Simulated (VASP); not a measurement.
# PbSe in VASP: further runs, part 2 of 2

VASP 6.6.1. The steps go on from the part before.

## (3) Single point, PBE (shear xy strain +0.5%)

INCAR

```
SYSTEM = PbSe
ALGO = Normal ; EDIFF = 1E-6
ENCUT = 520 ; GGA = PE
ISIF = 2 ; ISMEAR = -1
LASPH = .TRUE. ; LCHARG = .FALSE.
LREAL = .FALSE. ; LWAVE = .FALSE.
NBANDS = 17 ; NELM = 80
PREC = Accurate ; SIGMA = 0.02
```

KPOINTS

```
k-points
0
G
  6 6 6
  0 0 0
```

POSCAR

```
PbSe
1.0
    0.0085580104      3.4232041400      3.4232041400
    3.4232041400      0.0085580104      3.4232041400
    3.4317621504      3.4317621504      0.0000000000
Pb Se
1 1
Direct
    0.0004905933      0.0004905933     -0.0004905933
    0.2495094067      0.2495094067      0.2504905933
```

Potentials or basis: VASP PAW PBE potentials, release 64 (Pb_d, Se).

Command:

```
cat potpaw_PBE.64/Pb_d/POTCAR potpaw_PBE.64/Se/POTCAR > POTCAR
mpirun -np 1 vasp_std > vasp.out
```

OUTCAR:

```text
SYSTEM = PbSe
   EDIFF = 1E-6
   ENCUT = 520
   GGA = PE
   ISIF = 2
   ISMEAR = -1
   LASPH = .TRUE.
   LREAL = .FALSE.
   NELM = 80
   PREC = Accurate

 ion  position               nearest neighbor table
   1  0.000  0.000  1.000-   2 2.96   2 2.96   2 2.97   2 2.97
   2  0.250  0.250  0.250-   1 2.96   1 2.96   1 2.97   1 2.97

  LATTYP: Found a body centered orthorhombic cell.
 ALAT       =     4.8290388672
 B/A-ratio  =     1.0050125314
 C/A-ratio  =     1.4177579573

  Lattice vectors:

 A1 = (   3.4232041400,   0.0085580104,  -3.4232041400)
 A2 = (  -3.4232041400,  -0.0085580104,  -3.4232041400)
 A3 = (   0.0085580104,   3.4232041400,   3.4232041400)

Analysis of symmetry for initial positions (statically):
=====================================================================
 Subroutine PRICEL returns:
 Original cell was already a primitive cell.

 Routine SETGRP: Setting up the symmetry group for a
 body centered orthorhombic supercell.

 Subroutine GETGRP returns: Found  4 space group operations
 (whereof  4 operations were pure point group operations)
 out of a pool of  8 trial point group operations.

The static configuration has the point symmetry C_2v.

Analysis of symmetry for dynamics (positions and initial velocities):
=====================================================================
 Subroutine PRICEL returns:
 Original cell was already a primitive cell.

 Routine SETGRP: Setting up the symmetry group for a
 body centered orthorhombic supercell.

 Subroutine GETGRP returns: Found  4 space group operations
 (whereof  4 operations were pure point group operations)
 out of a pool of  8 trial point group operations.

The dynamic configuration has the point symmetry C_2v.

 Subroutine INISYM returns: Found  4 space group operations
 (whereof  4 operations are pure point group operations),
 and found     1 'primitive' translations

----------------------------------------------------------------------------------------

                                     Primitive cell

  volume of cell :      80.2279

  direct lattice vectors                    reciprocal lattice vectors
     0.008558010  3.423204140  3.423204140    -0.146428058  0.146428058  0.146061987
     3.423204140  0.008558010  3.423204140     0.146428058 -0.146428058  0.146061987
     3.431762150  3.431762150  0.000000000     0.145697743  0.145697743 -0.146061987

  length of vectors
     4.841149286  4.841149286  4.853244576     0.253409661  0.253409661  0.252566365

  position of ions in fractional coordinates (direct lattice)
     0.000490593  0.000490593  0.999509407
     0.249509407  0.249509407  0.250490593

  ion indices of the primitive-cell ions
   primitive index   ion index
                 1           1
                 2           2

----------------------------------------------------------------------------------------

 KPOINTS: k-points

Automatic generation of k-mesh.
 Grid dimensions read from file:
 generate k-points for:    6    6    6

 Generating k-lattice:

  Cartesian coordinates                     Fractional coordinates (reciprocal lattice)
    -0.024404676  0.024404676  0.024343665     0.166666667  0.000000000  0.000000000
     0.024404676 -0.024404676  0.024343665     0.000000000  0.166666667  0.000000000
     0.024282957  0.024282957 -0.024343665     0.000000000  0.000000000  0.166666667

  Length of vectors
     0.042234943  0.042234943  0.042094394

  Shift w.r.t. Gamma in fractional coordinates (k-lattice)
     0.000000000  0.000000000  0.000000000

 Subroutine IBZKPT returns following result:
 ===========================================

 Found     46 irreducible k-points:

 Following reciprocal coordinates:
            Coordinates               Weight
  0.000000  0.000000  0.000000      1.000000
  0.166667 -0.000000  0.000000      4.000000
  0.333333 -0.000000  0.000000      4.000000
  0.500000 -0.000000  0.000000      2.000000
  0.166667  0.166667  0.000000      2.000000
  0.333333  0.166667  0.000000      4.000000
[... 16 lines left out ...]
 -0.166667  0.333333  0.166667      4.000000
  0.500000  0.500000  0.166667      4.000000
 [... further k-points ...]
   k-points           NKPTS =     46   k-points in BZ     NKDIM =     46   number of bands    NBANDS=     17
   number of dos      NEDOS =    301   number of ions     NIONS =      2
   total plane-waves  NPLWV =  46656
   dimension x,y,z NGX =    36 NGY =   36 NGZ =   36
   dimension x,y,z NGXF=    72 NGYF=   72 NGZF=   72
   ions per type =               1   1
   NGX,Y,Z   is equivalent  to a cutoff of  12.36, 12.36, 12.33 a.u.
   NGXF,Y,Z  is equivalent  to a cutoff of  24.72, 24.72, 24.66 a.u.
 SYSTEM =  PbSe
   PREC   = accura    normal or accurate (medium, high low for compatibility)
   ISTART =      0    job   : 0-new  1-cont  2-samecut
   ICHARG =      2    charge: 1-file 2-atom 10-const
   ISPIN  =      1    spin polarized calculation?
   LNONCOLLINEAR =      F non collinear calculations
   LSORBIT =      F    spin-orbit coupling
   LASPH  =      T    aspherical Exc in radial PAW
   ENCUT  =  520.0 eV  38.22 Ry    6.18 a.u.   9.00  9.00  9.02*2*pi/ulx,y,z
   NELM   =     80;   NELMIN=  2; NELMDL= -5     # of ELM steps
   EDIFF  = 0.1E-05   stopping-criterion for ELM
   LREAL  =      F    real-space projection
   EDIFFG = 0.1E-04   stopping-criterion for IOM
   NSW    =      0    number of steps for IOM
   IBRION =     -1    ionic relax: 0-MD 1-quasi-New 2-CG
   NFREE  =      0    steps in history (QN), initial steepest desc. (CG)
   ISIF   =      2    stress and relaxation
   ISYM   =      2    0-nonsym 1-usesym 2-fastsym
   POTIM  = 0.5000    time-step for ionic-motion
   TEBEG  =    0.0;   TEEND  =   0.0 temperature during run
   PSTRESS=    0.0 pullay stress
   NELECT =      20.0000    total number of electrons
   NUPDOWN=      -1.0000    fix difference up-down
   EMIN   =  10.00;   EMAX   =-10.00  energy-range for DOS
   EFERMI =   0.00;   METHOD = LEGACY
   ISMEAR =    -1;   SIGMA  =   0.02  broadening in eV -4-tet -1-fermi 0-gaus
   EFERMI_NEDOS =   21; number of points for ismear=-14 and -15
   IALGO  =     38    algorithm
   IMIX   =      4    mixing-type and parameters
     AMIX     =   0.40;   BMIX     =  1.00
     AMIX_MAG =   1.60;   BMIX_MAG =  1.00
  volume/ion in A,a.u.               =      40.11       270.70
  Fermi-wavevector in a.u.,A,eV,Ry     =   1.030330  1.947041 14.443667  1.061580
  Thomas-Fermi vector in A             =   2.164422
   LORBIT       =      0    0 simple, 1 ext, 2 COOP (PROOUT), +10 PAW based schemes
   GGA     = PE    functional components
[... 5 lines left out ...]
 non-spin polarized calculation
  energy-cutoff  :      520.00
  volume of cell :       80.23
 maximum number of plane-waves:      2184
   NGX = 17   NGY = 17   NGZ = 17

 number of electron      20.0000005 magnetization

 Free energy of the ion-electron system (eV)
  ---------------------------------------------------
  ext. energy  EPLUGINS =         0.00000000
  ---------------------------------------------------
  free energy    TOTEN  =        -7.83455305 eV

  energy without entropy =       -7.83455305  energy(sigma->0) =       -7.83455305

 E-fermi :   2.6164     XC(G=0):  -7.7337

 val. band max:        2.2275374504   @ k =  -0.3333   0.1667   0.5000
 cond. band min:       2.9771387078   @ k =   0.5000   0.0000   0.5000
 fundamental gap:      0.7496012574
 Fermi energy:         2.6164356901

 k-point     1 :       0.0000    0.0000    0.0000
  band No.  band energies     occupation
      1     -14.4570      2.00000
      2     -14.4569      2.00000
      3     -14.4567      2.00000
      4     -14.4262      2.00000
      5     -14.4262      2.00000
      6     -10.4428      2.00000
[... 9 lines left out ...]
     16      10.5638      0.00000
     17      11.3753      0.00000

 k-point     2 :       0.1667   -0.0000    0.0000
  band No.  band energies     occupation
      1     -14.4636      2.00000
      2     -14.4546      2.00000
      3     -14.4544      2.00000
      4     -14.4260      2.00000
      5     -14.4260      2.00000
      6     -10.3141      2.00000
[... 9 lines left out ...]
     16       9.8587      0.00000
     17      10.7745      0.00000
[... 421 lines left out ...]
 k-point    24 :       0.5000    0.5000    0.1667
  band No.  band energies     occupation
      1     -14.4952      2.00000
      2     -14.4415      2.00000
      3     -14.4406      2.00000
      4     -14.4304      2.00000
      5     -14.4214      2.00000
      6      -9.6807      2.00000
[... 9 lines left out ...]
     16      11.3961      0.00000
     17      12.7103      0.00000

 [... further k-points ...]
[... 5 lines left out ...]
  --------------------------------------------------------------------------------------
  -------------------------------------------------------------------------------------
  Total        0.3705902      0.3705902      0.3703012      0.0151790      0.0000000      0.0000000
  in kB        7.4008037      7.4008037      7.3950305      0.3031294      0.0000000      0.0000000
  external PRESSURE =       7.3988793 kB  Pullay stress =       0.0000000 kB

 VOLUME and BASIS-vectors are now :
 -----------------------------------------------------------------------------
  energy-cutoff  :      520.00
  volume of cell :       80.23
      direct lattice vectors                 reciprocal lattice vectors
     0.008558010  3.423204140  3.423204140    -0.146428058  0.146428058  0.146061987
     3.423204140  0.008558010  3.423204140     0.146428058 -0.146428058  0.146061987
     3.431762150  3.431762150  0.000000000     0.145697743  0.145697743 -0.146061987

 POSITION                                       TOTAL-FORCE (eV/Angst)
 -----------------------------------------------------------------------------------
      3.43176      3.43176      0.00336         0.000000      0.000000      0.000402
      1.71588      1.71588      1.70824        -0.000000     -0.000000     -0.000402
 -----------------------------------------------------------------------------------
    total drift:                                0.000000      0.000000     -0.000278

  FREE ENERGIE OF THE ION-ELECTRON SYSTEM (eV)
  ---------------------------------------------------
  free  energy   TOTEN  =        -7.8345530544 eV

  energy  without entropy=       -7.8345530541  energy(sigma->0) =       -7.83455305
```

OSZICAR:

```text
N       E                     dE             d eps       ncg     rms          rms(c)
DAV:   1     0.163016099748E+03    0.16302E+03   -0.91645E+03  1564   0.110E+03
DAV:   2     0.549989852001E+01   -0.15752E+03   -0.15205E+03  1674   0.290E+02
DAV:   3    -0.792973347201E+01   -0.13430E+02   -0.13351E+02  2019   0.928E+01
DAV:   4    -0.827248438150E+01   -0.34275E+00   -0.34253E+00  1843   0.187E+01
DAV:   5    -0.828591249255E+01   -0.13428E-01   -0.13428E-01  2182   0.340E+00    0.305E+00
DAV:   6    -0.783405130401E+01    0.45186E+00   -0.12104E+00  2335   0.646E+00    0.173E+00
DAV:   7    -0.782834303771E+01    0.57083E-02   -0.16102E-01  1679   0.173E+00    0.902E-01
DAV:   8    -0.783382565124E+01   -0.54826E-02   -0.17831E-02  1762   0.142E+00    0.131E-01
DAV:   9    -0.783403752229E+01   -0.21187E-03   -0.53260E-03  2035   0.568E-01    0.104E-01
DAV:  10    -0.783442865188E+01   -0.39113E-03   -0.63842E-04  1615   0.180E-01    0.363E-02
DAV:  11    -0.783453550573E+01   -0.10685E-03   -0.21389E-04  1846   0.109E-01    0.188E-02
DAV:  12    -0.783455130828E+01   -0.15803E-04   -0.40000E-05  1729   0.549E-02    0.518E-03
DAV:  13    -0.783455263727E+01   -0.13290E-05   -0.19020E-06  1901   0.127E-02    0.307E-03
DAV:  14    -0.783455305437E+01   -0.41711E-06   -0.11123E-06  1301   0.780E-03
   1 F= -.78345531E+01 E0= -.78345531E+01  d E =-.315670E-09
```

Wall time 58 s (1 thread of Intel Xeon 6975P-C, shared host); peak memory 0.24 GiB.

What came out:

| Property | Result |
| --- | --- |
| Free energy | -7.8346 eV |
| Pressure | 0.7 GPa |
| Band gap on the k mesh | 0.75 eV, indirect (least direct gap 1.15 eV) |

Caveat: the cell differs from its parent crystal (shear xy strain +0.5%); spin-orbit coupling is left out, which moves the levels of the heavy elements. A k mesh can miss the band edges.
